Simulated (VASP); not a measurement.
A run of VASP 6.6.1 is set up as follows.

File INCAR:

```
SYSTEM = AgRh
PREC     = Accurate       ! precision mode
ENCUT    = 520            ! plane-wave cutoff, eV
EDIFF    = 1E-7           ! SCF threshold, eV
ISMEAR   = -1             ! smearing method
SIGMA    = 0.05           ! smearing width, eV
LREAL    = .False.        ! projectors in reciprocal space
LASPH    = .True.         ! aspherical terms in the spheres
NELM     = 100            ! most SCF steps
ALGO     = Normal         ! electronic algorithm
ISIF     = 2              ! what is computed and relaxed
LWAVE    = .False.        ! write WAVECAR
LCHARG   = .False.        ! write CHGCAR
GGA      = PE             ! functional
NBANDS   = 20             ! bands
```

The input KPOINTS:

```
regular mesh
0
Gamma
  11 11 6
  0 0 0
```

Contents of POSCAR:

```
AgRh
1.0
    2.7959833597      0.0000000000      0.0000000000
   -1.3979916799      2.4213926181      0.0000000000
    0.0000000000      0.0000000000      4.8404479744
Ag Rh
1 1
Direct
    0.0000000000      0.0000000000      0.5000000000
    0.6666666667      0.3333333333      0.0000000000
```

Potentials or basis: VASP PAW PBE potentials, release 64 (Ag, Rh_pv).

Run with:

```bash
$ cat potpaw_PBE.64/Ag/POTCAR potpaw_PBE.64/Rh_pv/POTCAR > POTCAR
$ mpirun -np 1 vasp_std > vasp.out
```

Problem. Predict the band gap on the k mesh.

Solution. Zero (band 13 reaches 9.54 eV, above the bottom of band 14 at 8.27 eV).

Problem. Predict the pressure.

Solution. -5.1 GPa.

Stress tensor (GPa, compression positive):
```
-5.03  0.00  0.00
 0.00 -5.03  0.00
 0.00  0.00 -5.31
```
